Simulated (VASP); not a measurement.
Set up this calculation in VASP 6.6.1, as the native input.

| Property | Result |
| --- | --- |
| Task | single point |
| Functional | r2SCAN |
| Potentials or basis | VASP PAW PBE potentials, release 64 (Al, Ni) |
| Cutoff | 520 eV |
| k mesh | 2 × 2 × 2 |
| Occupations | gaussian, width 0.1 eV |
| Spin | no spin polarisation |
| Dipole correction | no |
| Further INCAR settings | ALGO = Normal; EDIFF = 1e-06; NBANDS = 14 |

Crystal: AlNi.

```
Al Ni
1.0
     1.92002   -1.94256   -0.00378
     1.95123    1.97354    0.02550
     0.01736    0.02323    3.17529
Al Ni
1 1
Direct
  0.99577 0.02035 0.99188
  0.50005 0.49469 0.49629
```

The input as run:

POSCAR

```
AlNi
1.0
    1.9200181183     -1.9425589801     -0.0037790393
    1.9512319427      1.9735411424      0.0255001712
    0.0173630105      0.0232309344      3.1752880394
Al Ni
1 1
Direct
   -0.0042343019      0.0203536993     -0.0081235684
    0.5000516049      0.4946897599      0.4962920952
```

INCAR.step1

```
SYSTEM = AlNi
ALGO     = Normal         ! electronic algorithm
EDIFF    = 1E-4           ! SCF threshold, eV
ENCUT    = 520            ! plane-wave cutoff, eV
GGA      = PE             ! functional
ISMEAR   = 0              ! smearing method
LASPH    = .True.         ! aspherical terms in the spheres
LCHARG   = .False.        ! write CHGCAR
LREAL    = .False.        ! projectors in reciprocal space
LWAVE    = .True.         ! write WAVECAR
NBANDS   = 14             ! bands
NELM     = 80             ! most SCF steps
PREC     = Accurate       ! precision mode
SIGMA    = 0.1            ! smearing width, eV
```

INCAR.step2

```
SYSTEM = AlNi
ALGO     = Normal         ! electronic algorithm
EDIFF    = 1E-6           ! SCF threshold, eV
ENCUT    = 520            ! plane-wave cutoff, eV
ISIF     = 2              ! what is computed and relaxed
ISMEAR   = 0              ! smearing method
ISTART   = 1            
LASPH    = .True.         ! aspherical terms in the spheres
LCHARG   = .False.        ! write CHGCAR
LMIXTAU  = .True.       
LREAL    = .False.        ! projectors in reciprocal space
LWAVE    = .False.        ! write WAVECAR
METAGGA  = R2SCAN         ! meta-GGA
NBANDS   = 14             ! bands
NELM     = 80             ! most SCF steps
PREC     = Accurate       ! precision mode
SIGMA    = 0.1            ! smearing width, eV
```

KPOINTS

```
k-points
0
Gamma
  2 2 2
  0 0 0
```

Potentials or basis: VASP PAW PBE potentials, release 64 (Al, Ni).

Run with:

```console
$ cat potpaw_PBE.64/Al/POTCAR potpaw_PBE.64/Ni/POTCAR > POTCAR
$ cp INCAR.step1 INCAR
$ mpirun -np 1 vasp_std > vasp.out
$ cp INCAR.step2 INCAR
$ mpirun -np 1 vasp_std > vasp.out
```

Results of the run:

The pressure is -0.2 GPa. The largest force is 0.503 eV/Å and the band gap on the k mesh is zero (an odd number of electrons rules out a gap without spin polarisation).

Caveat: the k points lie up to 1.15 Å⁻¹ apart, too coarse for converged energies and pressures of a metal; the PAW data sets were made with another functional, which shifts forces and pressure a little.

Wall time 32 s on 1 thread of Intel Xeon 8259CL, with other jobs on the host, peak memory 0.13 GiB.
